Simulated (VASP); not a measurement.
Here is a VASP 6.6.1 calculation.

The input INCAR:

```
SYSTEM = Te4W
PREC     = Accurate       ! precision mode
ENCUT    = 600            ! plane-wave cutoff, eV
EDIFF    = 1E-6           ! SCF threshold, eV
ISMEAR   = 0              ! smearing method
SIGMA    = 0.1            ! smearing width, eV
LREAL    = .False.        ! projectors in reciprocal space
LASPH    = .True.         ! aspherical terms in the spheres
NELM     = 60             ! most SCF steps
ALGO     = Normal         ! electronic algorithm
ISIF     = 3              ! what is computed and relaxed
LWAVE    = .False.        ! write WAVECAR
LCHARG   = .False.        ! write CHGCAR
GGA      = PE             ! functional
IBRION   = 2              ! ionic algorithm
NSW      = 90             ! ionic steps
EDIFFG   = -0.04          ! ionic threshold
```

KPOINTS

```
Automatic mesh
0
Gamma
  4 4 6
  0 0 0
```

The input POSCAR:

```
Te4W
1.0
    4.6790942110     -4.6916667552      0.0000000000
    4.6790942110      4.6916667552      0.0000000000
    0.0000000000      0.0000000000      3.3676050256
Te W
4 1
Direct
    0.7871268148      0.7871268148      0.5000000000
    0.7284480785      0.2715519215      0.0000000000
    0.2715519215      0.7284480785      0.0000000000
    0.2128731852      0.2128731852      0.5000000000
    0.5000000000      0.5000000000      0.5000000000
```

Potentials or basis: VASP PAW PBE potentials, release 64 (Te, W_sv).

Launch:

```console
$ cat potpaw_PBE.64/Te/POTCAR potpaw_PBE.64/W_sv/POTCAR > POTCAR
$ mpirun -np 1 vasp_std > vasp.out
```

Question: Estimate the band gap on the k mesh.

Answer: Zero (bands 19 and 20 overlap by 1.63 eV).

Question: What does it give for the space group after relaxing (to 0.1 Å)?

Answer: Cmmm (No. 65).

Question: What does it give for the relaxed cell?

Answer: a = 6.601 Å, b = 6.601 Å, c = 3.410 Å, α = 90.00°, β = 90.00°, γ = 90.21°.

Question: What does it give for the relaxed volume?

Answer: 29.71 Å³/atom.

Stress tensor (GPa, compression positive):
```
-0.19  0.00  0.00
 0.00 -0.09  0.00
 0.00  0.00 -0.15
```

Caveat: spin-orbit coupling is left out, which moves the levels of the heavy elements.
